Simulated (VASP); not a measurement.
# HfO2 (Fm-3m) in VASP: notebook

HfO2 is run at these levels: PBE, r2SCAN; tasks: single point.

All numbers are computed with VASP 6.6.1; they aren't measurements. Logs are shortened: lines on timing, memory, paths and dates and some standing lists are left out, and cuts for length are marked.

### 1 The cell of the first run

It takes space group Fm-3m (No. 225, cubic). Conventional cell: a = 5.115 Å, b = 5.115 Å, c = 5.115 Å, α = 90.00°, β = 90.00°, γ = 90.00°. Hf (site symmetry m-3m) has 8 O at 2.21 Å within 2.9 Å. Within 2.9 Å of O (site symmetry -43m) lie 4 Hf at 2.21 Å and 6 O at 2.56 Å.

### 2 Single point, PBE

INCAR reads:

```
PREC = Accurate ; ENCUT = 520
EDIFF = 1E-7 ; ISMEAR = 0
SIGMA = 0.05 ; LREAL = False
LASPH = True ; NELM = 100
ALGO = Normal ; ISIF = 2
LWAVE = False ; LCHARG = True
GGA = PE ; LELF = True
LVHAR = True ; NBANDS = 18
```

KPOINTS reads:

```
regular mesh
0
Gamma
  6 6 6
```

POSCAR reads:

```
HfO2
1.0
    0.0000000000      2.5575000000      2.5575000000
    2.5575000000      0.0000000000      2.5575000000
    2.5575000000      2.5575000000      0.0000000000
Hf O
1 2
Direct
    0.0000000000      0.0000000000      0.0000000000
    0.2500000000      0.2500000000      0.2500000000
    0.7500000000      0.7500000000      0.7500000000
```

Potentials or basis: VASP PAW PBE potentials, release 64 (Hf_pv, O).

Run with:

```console
$ cat potpaw_PBE.64/Hf_pv/POTCAR potpaw_PBE.64/O/POTCAR > POTCAR
$ mpirun -np 1 vasp_std > vasp.out
```

OUTCAR:

```text
PREC = Accurate
   ENCUT = 520
   EDIFF = 1E-7
   ISMEAR = 0
   LREAL = False
   LASPH = True
   NELM = 100
   ISIF = 2
   GGA = PE

 ion  position               nearest neighbor table
   1  0.000  0.000  0.000-   3 2.21   3 2.21   3 2.21   2 2.21   3 2.21   2 2.21   2 2.21   2 2.21

   2  0.250  0.250  0.250-   1 2.21   1 2.21   1 2.21   1 2.21
   3  0.750  0.750  0.750-   1 2.21   1 2.21   1 2.21   1 2.21

  LATTYP: Found a face centered cubic cell.
 ALAT       =     5.1150000000

  Lattice vectors:

 A1 = (   0.0000000000,   2.5575000000,   2.5575000000)
 A2 = (   2.5575000000,   0.0000000000,   2.5575000000)
 A3 = (   2.5575000000,   2.5575000000,   0.0000000000)

Analysis of symmetry for initial positions (statically):
=====================================================================
 Subroutine PRICEL returns:
 Original cell was already a primitive cell.

 Routine SETGRP: Setting up the symmetry group for a
 face centered cubic supercell.

 Subroutine GETGRP returns: Found 48 space group operations
 (whereof 48 operations were pure point group operations)
 out of a pool of 48 trial point group operations.

The static configuration has the point symmetry O_h .

Analysis of symmetry for dynamics (positions and initial velocities):
=====================================================================
 Subroutine PRICEL returns:
 Original cell was already a primitive cell.

 Routine SETGRP: Setting up the symmetry group for a
 face centered cubic supercell.

 Subroutine GETGRP returns: Found 48 space group operations
 (whereof 48 operations were pure point group operations)
 out of a pool of 48 trial point group operations.

The dynamic configuration has the point symmetry O_h .

 Subroutine INISYM returns: Found 48 space group operations
 (whereof 48 operations are pure point group operations),
 and found     1 'primitive' translations

----------------------------------------------------------------------------------------

                                     Primitive cell

  volume of cell :      33.4562

  direct lattice vectors                    reciprocal lattice vectors
     0.000000000  2.557500000  2.557500000    -0.195503421  0.195503421  0.195503421
     2.557500000  0.000000000  2.557500000     0.195503421 -0.195503421  0.195503421
[... 75 lines left out ...]
   LASPH  =      T    aspherical Exc in radial PAW
   ENCUT  =  520.0 eV  38.22 Ry    6.18 a.u.   6.72  6.72  6.72*2*pi/ulx,y,z
   NELM   =    100;   NELMIN=  2; NELMDL= -5     # of ELM steps
   EDIFF  = 0.1E-06   stopping-criterion for ELM
   LREAL  =      F    real-space projection
   EDIFFG = 0.1E-05   stopping-criterion for IOM
   NSW    =      0    number of steps for IOM
   IBRION =     -1    ionic relax: 0-MD 1-quasi-New 2-CG
   NFREE  =      0    steps in history (QN), initial steepest desc. (CG)
   ISIF   =      2    stress and relaxation
   ISYM   =      2    0-nonsym 1-usesym 2-fastsym
   POTIM  = 0.5000    time-step for ionic-motion
   TEBEG  =    0.0;   TEEND  =   0.0 temperature during run
   PSTRESS=    0.0 pullay stress
   NELECT =      22.0000    total number of electrons
   NUPDOWN=      -1.0000    fix difference up-down
   EMIN   =  10.00;   EMAX   =-10.00  energy-range for DOS
   EFERMI =   0.00;   METHOD = LEGACY
   ISMEAR =     0;   SIGMA  =   0.05  broadening in eV -4-tet -1-fermi 0-gaus
   EFERMI_NEDOS =   21; number of points for ismear=-14 and -15
   IALGO  =     38    algorithm
   IMIX   =      4    mixing-type and parameters
     AMIX     =   0.40;   BMIX     =  1.00
     AMIX_MAG =   1.60;   BMIX_MAG =  1.00
  volume/ion in A,a.u.               =      11.15        75.26
  Fermi-wavevector in a.u.,A,eV,Ry     =   1.423607  2.690227 27.574337  2.026657
  Thomas-Fermi vector in A             =   2.544186
   LORBIT       =      0    0 simple, 1 ext, 2 COOP (PROOUT), +10 PAW based schemes
   GGA     = PE    functional components
   LHFCALC =     F    Hartree Fock is set to
   AEXX    =    0.0000 exact exchange contribution
   IVDW    =     0    specifies the selected vdW correction
   LEPSILON=     F    determine dielectric tensor
   LRPA    =     F    only Hartree local field effects (RPA)
 non-spin polarized calculation
 Gauss-broadening in eV      SIGMA  =   0.05
  energy-cutoff  :      520.00
  volume of cell :       33.46
 maximum number of plane-waves:       934
   NGX = 13   NGY = 13   NGZ = 13

 number of electron      21.9999993 magnetization

 Free energy of the ion-electron system (eV)
  ---------------------------------------------------
  ext. energy  EPLUGINS =         0.00000000
  ---------------------------------------------------
  free energy    TOTEN  =       -30.23360526 eV

  energy without entropy =      -30.23360526  energy(sigma->0) =      -30.23360526

 E-fermi :   4.4073     XC(G=0): -11.6973

 val. band max:        4.0546954435   @ k =   0.5000   0.5000   0.0000
 cond. band min:       7.7840941520   @ k =   0.5000   0.5000   0.0000
 fundamental gap:      3.7293987085
 Fermi energy:         4.4073499204

 k-point     1 :       0.0000    0.0000    0.0000
  band No.  band energies     occupation
      1     -25.7560      2.00000
      2     -25.7560      2.00000
      3     -25.7560      2.00000
      4     -14.5138      2.00000
      5     -11.6117      2.00000
      6      -1.1272      2.00000
[... 313 lines left out ...]
      5     -12.5736      2.00000
      6      -1.6615      2.00000
[... 10 lines left out ...]
     17      16.9366      0.00000
     18      17.3377      0.00000

------------------------ aborting loop because EDIFF is reached ----------------------------------------

  FORCE on cell =-STRESS in cart. coord.  units (eV):
  Direction    XX          YY          ZZ          XY          YZ          ZX
  --------------------------------------------------------------------------------------
  -------------------------------------------------------------------------------------
  Total       -1.2526733     -1.2526733     -1.2526733      0.0000000     -0.0000000      0.0000000
  in kB      -59.9889783    -59.9889783    -59.9889783      0.0000000     -0.0000000      0.0000000
  external PRESSURE =     -59.9889783 kB  Pullay stress =       0.0000000 kB

 VOLUME and BASIS-vectors are now :
 -----------------------------------------------------------------------------
  energy-cutoff  :      520.00
  volume of cell :       33.46
      direct lattice vectors                 reciprocal lattice vectors
     0.000000000  2.557500000  2.557500000    -0.195503421  0.195503421  0.195503421
     2.557500000  0.000000000  2.557500000     0.195503421 -0.195503421  0.195503421
     2.557500000  2.557500000  0.000000000     0.195503421  0.195503421 -0.195503421

 POSITION                                       TOTAL-FORCE (eV/Angst)
 -----------------------------------------------------------------------------------
      0.00000      0.00000      0.00000        -0.000000     -0.000000      0.000000
      1.27875      1.27875      1.27875         0.000000      0.000000      0.000000
      3.83625      3.83625      3.83625        -0.000000     -0.000000     -0.000000
 -----------------------------------------------------------------------------------
    total drift:                                0.000000      0.000000      0.000000

  FREE ENERGIE OF THE ION-ELECTRON SYSTEM (eV)
  ---------------------------------------------------
  free  energy   TOTEN  =       -30.2336052641 eV

  energy  without entropy=      -30.2336052641  energy(sigma->0) =      -30.23360526
```

OSZICAR:

```text
N       E                     dE             d eps       ncg     rms          rms(c)
DAV:   1     0.917856160480E+02    0.91786E+02   -0.12658E+04   576   0.120E+03
DAV:   2    -0.317178574614E+02   -0.12350E+03   -0.12090E+03   738   0.287E+02
DAV:   3    -0.360395255772E+02   -0.43217E+01   -0.43063E+01   680   0.471E+01
DAV:   4    -0.360633532296E+02   -0.23828E-01   -0.23822E-01   704   0.395E+00
DAV:   5    -0.360635197599E+02   -0.16653E-03   -0.16653E-03   630   0.305E-01    0.453E+01
DAV:   6    -0.303815000802E+02    0.56820E+01   -0.20673E+01   588   0.321E+01    0.399E+01
DAV:   7    -0.302760956621E+02    0.10540E+00   -0.69075E-01   648   0.676E+00    0.285E+01
DAV:   8    -0.302604329858E+02    0.15663E-01   -0.34976E-01   612   0.532E+00    0.102E+01
DAV:   9    -0.302332523343E+02    0.27181E-01   -0.78653E-02   610   0.239E+00    0.271E+00
DAV:  10    -0.302335565177E+02   -0.30418E-03   -0.36298E-03   640   0.456E-01    0.148E-01
DAV:  11    -0.302335891976E+02   -0.32680E-04   -0.19440E-04   652   0.117E-01    0.224E-01
DAV:  12    -0.302336040462E+02   -0.14849E-04   -0.42297E-05   640   0.433E-02    0.135E-02
DAV:  13    -0.302336050462E+02   -0.10000E-05   -0.14383E-06   692   0.887E-03    0.340E-03
DAV:  14    -0.302336052957E+02   -0.24946E-06   -0.21947E-07   608   0.309E-03    0.308E-03
DAV:  15    -0.302336052641E+02    0.31602E-07   -0.70521E-09   416   0.574E-04
   1 F= -.30233605E+02 E0= -.30233605E+02  d E =-.974132E-25
```

Run time: 14 s. Hardware: 1 thread of AMD EPYC 9R45 (Zen 5), shared host; peak memory 0.13 GiB.

What came out:

```
Free energy            : -30.2336 eV
Pressure               : -6.0 GPa
Band gap on the k mesh : 3.73 eV, direct
```

Caveat: spin-orbit coupling is left out, which moves the levels of the heavy elements.

### 3 Single point, r2SCAN (volume scaled by 0.800)

POSCAR reads:

```
HfO2
1.0
    0.0000000000      2.3478781194      2.3478781194
    2.3478781194      0.0000000000      2.3478781194
    2.3478781194      2.3478781194      0.0000000000
Hf O
1 2
Direct
    0.0000000000      0.0000000000      0.0000000000
    0.2500000000      0.2500000000      0.2500000000
    0.7500000000      0.7500000000      0.7500000000
```

INCAR.step1 reads:

```
PREC     = Accurate       # precision mode
ENCUT    = 520            # plane-wave cutoff, eV
ISMEAR   = 0              # smearing method
SIGMA    = 0.05           # smearing width, eV
LREAL    = F              # projectors in reciprocal space
LASPH    = T              # aspherical terms in the spheres
NELM     = 80             # most SCF steps
NBANDS   = 18             # bands
GGA      = PE             # functional
ALGO     = Normal         # electronic algorithm
EDIFF    = 1E-4           # SCF threshold, eV
LWAVE    = T              # write WAVECAR
LCHARG   = F              # write CHGCAR
```

INCAR.step2 reads:

```
PREC     = Accurate       # precision mode
ENCUT    = 520            # plane-wave cutoff, eV
EDIFF    = 1E-6           # SCF threshold, eV
ISMEAR   = 0              # smearing method
SIGMA    = 0.05           # smearing width, eV
LREAL    = F              # projectors in reciprocal space
LASPH    = T              # aspherical terms in the spheres
NELM     = 80             # most SCF steps
ALGO     = Normal         # electronic algorithm
ISIF     = 2              # what is computed and relaxed
LWAVE    = F              # write WAVECAR
LCHARG   = F              # write CHGCAR
METAGGA  = R2SCAN         # meta-GGA
LMIXTAU  = T            
NBANDS   = 18             # bands
ISTART   = 1
```

KPOINTS reads:

```
Automatic mesh
0
Gamma
  8 8 8
```

Potentials or basis: VASP PAW PBE potentials, release 64 (Hf_pv, O).

Run with:

```console
$ cat potpaw_PBE.64/Hf_pv/POTCAR potpaw_PBE.64/O/POTCAR > POTCAR
$ cp INCAR.step1 INCAR
$ mpirun -np 1 vasp_std > vasp.out
$ cp INCAR.step2 INCAR
$ mpirun -np 1 vasp_std > vasp.out
```

Wall time 67 s (1 thread of AMD EPYC 9R45 (Zen 5), shared host); peak memory 0.14 GiB.

Results (log left out):

| Property | Result |
| --- | --- |
| Free energy | -67.1384 eV |
| Pressure | 89.9 GPa |
| Band gap on the k mesh | 4.93 eV, indirect (least direct gap 4.97 eV) |

Levels at points of the mesh, in eV from the valence-band top:
```tsv
k point	band 7	band 8	band 9	band 10	band 11	band 12	band 13	band 14	band 15	band 16
(0.00, 0.00, 0.00)	-7.08	-7.08	-0.76	-0.76	-0.76	4.93	4.93	8.38	14.19	14.31
(0.50, 0.00, 0.00)	-5.76	-3.41	-3.32	-2.12	-2.12	5.97	5.97	9.97	10.44	12.74
(0.50, 0.50, 0.00)	-4.03	-4.03	-2.02	-2.02	0.00	4.97	7.33	9.61	10.92	10.92
```

Caveat: the PAW data sets were made with another functional, which shifts forces and pressure a little; spin-orbit coupling is left out, which moves the levels of the heavy elements. A k mesh can miss the band edges.
